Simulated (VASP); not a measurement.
# BaS: electric field gradients with LDA

Crystal: BaS.

```
CELL_PARAMETERS angstrom
0.00000 3.17231 3.17231
3.17231 0.00000 3.17231
3.17231 3.17231 0.00000
ATOMIC_POSITIONS crystal
Ba 0.00000 0.00000 0.00000
S 0.50000 0.50000 0.50000
```

This cell differs from its parent crystal: volume scaled by 0.98.

```json
{"Program": "VASP 6.6.1", "Task": "electric field gradients", "Functional": "LDA", "Potentials or basis": "VASP PAW LDA potentials, release 64 (Ba_sv, S)", "Cutoff": "520 eV", "k mesh": "7 × 7 × 7", "Occupations": "fermi-dirac, width 0.01 eV", "Spin": "no spin polarisation", "Dipole correction": "no", "Further INCAR settings": "ALGO = Normal; EDIFF = 1e-08; NBANDS = 15"}
```

The pressure is -1.0 GPa and the band gap on the k mesh is 1.93 eV, indirect (least direct gap 2.07 eV).

Levels at points of the mesh, in eV from the valence-band top:
```tsv
k point	band 5	band 6	band 7	band 8	band 9	band 10	band 11	band 12
(0.00, 0.00, 0.00)	-10.35	0.00	0.00	0.00	3.41	3.70	3.70	3.70
```

Run time: 32 s on 1 thread of AMD EPYC 7R13, on a shared host, peak memory 0.15 GiB.

Caveat: without QUAD_EFG the Cq values of the log hold for a quadrupole moment of 1 mb, not for the nuclei; spin-orbit coupling is left out, which moves the levels of the heavy elements. A k mesh can miss the band edges.
